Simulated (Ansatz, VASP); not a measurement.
**TaN: VASP beside Ansatz**

The input INCAR:

```
SYSTEM = TaN
PREC = Accurate ; ENCUT = 520
EDIFF = 1E-8 ; ISMEAR = -1
SIGMA = 0.02 ; LREAL = .False.
LASPH = .True. ; NELM = 100
ALGO = Normal ; ISIF = 2
LWAVE = .False. ; LCHARG = .False.
GGA = PE ; LEFG = .True.
NBANDS = 15
```

The input KPOINTS:

```
Automatic mesh
0
Gamma
  12 12 10
  0 0 0
```

The input POSCAR:

```
TaN
1.0
    2.9182801511      0.0000000000      0.0000000000
   -1.4591400756      2.5273047463      0.0000000000
    0.0000000000      0.0000000000      2.8636504237
Ta N
1 1
Direct
    0.3333333333      0.6666666667      0.5000000000
    0.0000000000      0.0000000000      0.0000000000
```

Input for Ansatz:

```yaml
crystal:
  lattice:
    - [2.9182801511, 0.0, 0.0]
    - [-1.4591400756, 2.5273047463, 0.0]
    - [0.0, 0.0, 2.8636504237]
  atoms:
    - { symbol: Ta, position: [0.3333333333, 0.6666666667, 0.5] }
    - { symbol: "N", position: [0.0, 0.0, 0.0] }
kpoints:
  mp_grid: { grid: [12, 12, 10] }
scf:
  occupations: { method: fermi_dirac, width: 0.02 }
hamiltonian:
  xc: pbe
  pseudopotentials: { kind: paw }
output:
  forces: true
  stress: true
  eigenvalues: true
  efg: { contact_densities: true }
```

Change from the starting cell: volume scaled by 0.98, PAW files.

Alike in both runs: task electric field gradients; functional PBE; k mesh 12 × 12 × 10; occupations fermi-dirac, width 0.02 eV; no spin polarisation.

|  | VASP | Ansatz |
| --- | --- | --- |
| version | VASP 6.6.1 | Ansatz 0.2.0 |
| potentials or method | VASP PAW PBE potentials, release 64 (Ta_pv, N) | PAW with Ansatz's default frozen-core files, scalar-relativistic |
| plane-wave cutoff (eV) | 520 | 420 |
| valence electrons in the cell | 16 | 18 |

|  | VASP | Ansatz | Ansatz less VASP |
| --- | --- | --- | --- |
| pressure (GPa) | 13.0 | 12.2 | -0.80 |
| traceless stress, the component that is largest in VASP (GPa) | 1.42 | 1.30 | -0.126 |
| size of Vzz on the site where it differs most (V/Å²) | 17.2 | 50.2 | +33.03 |

VASP's potentials hold 16 valence electrons a cell and Ansatz's 18, so a difference there can come from the potentials and not from the codes.

Spin-orbit coupling is off throughout.
